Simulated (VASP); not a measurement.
Runs of VASP 6.6.1 on Li2O. The structure is that of space group Fm-3m (No. 225), or close to it. The cells are those of the table. 

| level | cell | k mesh | cutoff (eV) | gap on the mesh (eV) | pressure (GPa) |
| --- | --- | --- | --- | --- | --- |
| r2SCAN | a = 3.233 Å, angles 60.0°, 3 atoms | 8 × 8 × 8 | 830 | (d) | (a) |
| PBE | a = 3.204 Å, angles 60.0°, 3 atoms | 8 × 8 × 8 | 750 | 5.09 | 5.4 |
| PBE | a = 3.237 Å, angles 60.0°, 3 atoms | 8 × 8 × 8 | 750 | 5.03 | 2.3 |
| PBE | a = 3.335 Å, angles 60.0°, 3 atoms | 8 × 8 × 8 | 750 | 4.83 | -4.5 |
| r2SCAN | a = 3.297 Å, angles 60.0°, 3 atoms | 8 × 8 × 8 | 830 | 5.61 | (c) |
| PBE | a = 3.270 Å, angles 60.0°, 3 atoms | 8 × 8 × 8 | 750 | 4.97 | -0.3 |
| PBE | a = 3.233 Å, angles 60.0°, 3 atoms | 10 × 10 × 10 | 750 | (b) | 2.7 |
| PBE | a = 3.303 Å, angles 60.0°, 3 atoms | 8 × 8 × 8 | 750 | 4.91 | -2.5 |

Alike in all rows: task single point; potentials or basis VASP PAW PBE potentials, release 64 (O, Li_sv); no spin polarisation; smearing gaussian 0.01 eV.

Q: Fill in the values left out.

A: (a) 0.2; (b) 5.04; (c) -5.0; (d) 5.73.

Caveats: the PAW data sets were made with another functional, which shifts forces and pressure a little (at least some runs); the cell stands under tension (at least some runs); the cell stands under pressure (at least some runs).

A k mesh can miss the band edges.
